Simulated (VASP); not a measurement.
The system is Mo.

```
Mo
1.0
    -1.57100    1.57100    1.57100
     1.57100   -1.57100    1.57100
     1.57100    1.57100   -1.57100
Mo
1
Direct
  0.00000 0.00000 0.00000
```

| Quantity | Value |
| --- | --- |
| Program | VASP 6.6.1 |
| Task | relaxation of cell and atoms |
| Functional | PBE |
| Potentials or basis | VASP PAW PBE potentials, release 64 (Mo_sv) |
| Cutoff | 600 eV |
| k mesh | 18 × 18 × 18 |
| Occupations | gaussian, width 0.1 eV |
| Spin | no spin polarisation |

At the start: pressure 5.2 GPa; volume 15.51 Å³/atom.

Question: Where does the relaxation end?

Answer: Over 4 steps the energy falls by 4.7 meV/atom and the volume is 15.81 Å³/atom (+1.9 %); space group Im-3m (No. 229, to 0.05 Å).

Step by step:
```csv
step,energy change (eV),largest force (eV/Å),pressure (GPa),volume (Å³)
1,0.0000,0.0000,5.17,15.51
2,0.0293,0.0000,-12.18,16.66
3,-0.0047,0.0000,-0.10,15.81
4,-0.0047,0.0000,0.00,15.81
```

Final structure:
```
CELL_PARAMETERS angstrom
-1.58102 1.58102 1.58102
1.58102 -1.58102 1.58102
1.58102 1.58102 -1.58102
ATOMIC_POSITIONS crystal
Mo 0.00000 0.00000 0.00000
```
